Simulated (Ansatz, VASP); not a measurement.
**Two plane-wave programs on CaB2**

Contents of INCAR:

```
PREC = Accurate
ENCUT = 500
EDIFF = 1E-6
ISMEAR = 0
SIGMA = 0.1
LREAL = F
LASPH = T
NELM = 120
ALGO = Normal
ISIF = 2
LWAVE = F
LCHARG = F
GGA = PE
NBANDS = 15
GGA_COMPAT = F
```

Contents of KPOINTS:

```
regular mesh
0
Gamma
  3 3 4
```

File POSCAR:

```
CaB2
1.0
    3.2264302843      0.0000000000      0.0000000000
   -1.6132151421      2.7941705897      0.0000000000
    0.0000000000      0.0000000000      4.0673920000
Ca B
1 2
Direct
    0.0000000000      0.0000000000      0.0000000000
    0.3333333333      0.6666666667      0.5000000000
    0.6666666667      0.3333333333      0.5000000000
```

Input for Ansatz:

```yaml
crystal:
  lattice:
    - [3.2264302843, 0.0, 0.0]
    - [-1.6132151421, 2.7941705897, 0.0]
    - [0.0, 0.0, 4.067392]
  atoms:
    - { symbol: Ca, position: [0.0, 0.0, 0.0] }
    - { symbol: B, position: [0.3333333333, 0.6666666667, 0.5] }
    - { symbol: B, position: [0.6666666667, 0.3333333333, 0.5] }
basis:
  ecutwfc: 420
kpoints:
  mp_grid: { grid: [3, 3, 4] }
hamiltonian:
  xc: pbe
scf:
  occupations: { method: gaussian, width: 0.1 }
  n_extra_bands: 2
output:
  forces: true
  stress: true
  eigenvalues: true
```

Alike in both runs: task single point; functional PBE; k mesh 3 × 3 × 4; occupations gaussian, width 0.1 eV; no spin polarisation.

|  | VASP | Ansatz |
| --- | --- | --- |
| version | VASP 6.6.1 | Ansatz 0.2.0 |
| potentials or method | VASP PAW PBE potentials, release 64 (Ca_sv, B), cutoff 500 eV | scalar-relativistic, plane waves, PAW |
| valence electrons in the cell | 16 | 16 |

```csv
,VASP,Ansatz,Ansatz less VASP
gap on the k mesh at the Fermi level (eV),none,none,-
pressure (GPa),-0.6,-0.9,-0.30
"traceless stress, the component that is largest in VASP (GPa)",5.60,5.46,-0.134
```

A gap of «none» marks a metal or a gap that the smearing closes. The functional is the same, so the differences come from potentials, cutoffs and numerics.

The k mesh is coarse, so the values compare programs but aren't converged.
